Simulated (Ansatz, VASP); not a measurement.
# One calculation of GaN, two programs

INCAR

```
ALGO = Normal
EDIFF = 1E-6
ENCUT = 600
GGA = PE
GGA_COMPAT = False
ISIF = 2
ISMEAR = 0
LASPH = True
LCHARG = False
LREAL = False
LWAVE = False
NBANDS = 26
NELM = 120
PREC = Accurate
SIGMA = 0.01
```

KPOINTS

```
k-points
0
Gamma
  12 12 6
```

POSCAR

```
GaN
1.0
    3.1800000000      0.0000000000      0.0000000000
   -1.5900000000      2.7539600000      0.0000000000
    0.0000000000      0.0000000000      5.1660000000
Ga N
2 2
Direct
    0.3333333333      0.6666666667      0.0000000000
    0.6666666667      0.3333333333      0.5000000000
    0.3333333333      0.6666666667      0.3750000000
    0.6666666667      0.3333333333      0.8750000000
```

Input for Ansatz:

```yaml
crystal:
  lattice:
    - [3.18, 0.0, 0.0]
    - [-1.59, 2.75396, 0.0]
    - [0.0, 0.0, 5.166]
  atoms:
    - { symbol: Ga, position: [0.3333333333333333, 0.6666666666666666, 0.0] }
    - { symbol: Ga, position: [0.6666666666666666, 0.3333333333333333, 0.5] }
    - { symbol: "N", position: [0.3333333333333333, 0.6666666666666666, 0.375] }
    - { symbol: "N", position: [0.6666666666666666, 0.3333333333333333, 0.875] }
kpoints:
  mp_grid:
    grid: [12, 12, 6]
hamiltonian:
  xc: pbe
  pseudopotentials:
    kind: paw
scf:
  occupations:
    method: fixed
output:
  stress: true
```

Alike in both runs: task single point; functional PBE; k mesh 12 × 12 × 6; no spin polarisation.

```csv
,VASP,Ansatz
version,VASP 6.6.1,Ansatz 0.2.0
potentials or method,"VASP PAW PBE potentials, release 64 (Ga_d, N)","plane waves, PAW"
plane-wave cutoff (eV),600,420
occupations,"gaussian, width 0.01 eV",fixed
valence electrons in the cell,36,36
```

VASP gave:

```
pressure (GPa)                                                : 7.2
traceless stress, the component that is largest in VASP (GPa) : 1.45
```

**Question.** Which values does Ansatz return?

**Answer.** Pressure (GPa): 7.3; traceless stress, the component that is largest in VASP (GPa): 1.44.
